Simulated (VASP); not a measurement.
Input of a VASP 6.6.1 run:

INCAR

```
SYSTEM = Na3OF
PREC = Accurate ; ENCUT = 520
EDIFF = 1E-6 ; ISMEAR = 0
SIGMA = 0.01 ; LREAL = .False.
LASPH = .True. ; NELM = 80
ALGO = Normal ; ISIF = 2
LWAVE = .False. ; LCHARG = .False.
GGA = PE ; NBANDS = 25
```

KPOINTS

```
regular mesh
0
Gamma
  6 6 6
  0 0 0
```

File POSCAR:

```
Na3OF
1.0
    4.3468197333      0.0000000000      0.0000000000
    0.0000000000      4.3468197333      0.0000000000
    0.0000000000      0.0000000000      4.3468197333
F O Na
1 1 3
Direct
    0.0000000000      0.0000000000      0.0000000000
    0.5000000000      0.5000000000      0.5000000000
    0.5000000000      0.5000000000      0.0000000000
    0.5000000000      0.0000000000      0.5000000000
    0.0000000000      0.5000000000      0.5000000000
```

Potentials or basis: VASP PAW PBE potentials, release 64 (F, O, Na_pv).

Run with:

```sh
$ cat potpaw_PBE.64/F/POTCAR potpaw_PBE.64/O/POTCAR potpaw_PBE.64/Na_pv/POTCAR > POTCAR
$ mpirun -np 1 vasp_std > vasp.out
```

(1) Estimate the pressure.

(2) Predict the band gap on the k mesh.

Results:

(1) 1.7 GPa.

(2) 1.99 eV.
